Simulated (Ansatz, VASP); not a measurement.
## AlVC4N4 in VASP and in Ansatz

```
Al V C N
1.0
     5.90784    0.00000    0.00000
     0.00000    5.90784    0.00000
     0.00000    0.00000    5.90784
Al V C N
1 1 4 4
Direct
  0.00000 0.00000 0.00000
  0.50000 0.50000 0.50000
  0.19122 0.19122 0.19122
  0.19122 0.80878 0.80878
  0.80878 0.19122 0.80878
  0.80878 0.80878 0.19122
  0.30632 0.30632 0.30632
  0.30632 0.69368 0.69368
  0.69368 0.30632 0.69368
  0.69368 0.69368 0.30632
```

Alike in both runs: functional PBE; k mesh 4 × 4 × 4; occupations gaussian, width 0.1 eV; collinear spin.

Ansatz relaxed the structure, and its values are those at the end. VASP's run is a single point on that final structure, the one shown.

|  | VASP | Ansatz |
| --- | --- | --- |
| version | VASP 6.6.1 | Ansatz 0.2.0 |
| potentials or method | VASP PAW PBE potentials, release 64 (Al, V_sv, C, N), cutoff 520 eV | scalar-relativistic, plane waves, PAW |
| valence electrons in the cell | 52 | 52 |

|  | VASP | Ansatz | Ansatz less VASP |
| --- | --- | --- | --- |
| gap on the k mesh at the Fermi level (eV) | none | none | - |
| pressure (GPa) | -1.0 | 0.3 | +1.29 |
| rms of the force components (eV/Å) | 0.553 | 0.022 | -0.5313 |
| net moment per atom (μB) | 0.00 | 0.40 | +0.400 |
| size of the moment on the site where the two differ most (μB) | 0.00 | 1.85 | +1.847 |

The net moments are unlike, so the other rows may belong to different states. Site moments also hang on the region over which each program counts them. A gap of «none» marks a metal or a gap that the smearing closes.

Noted on VASP's run: the standard files for N, O and F lose accuracy on very short bonds.
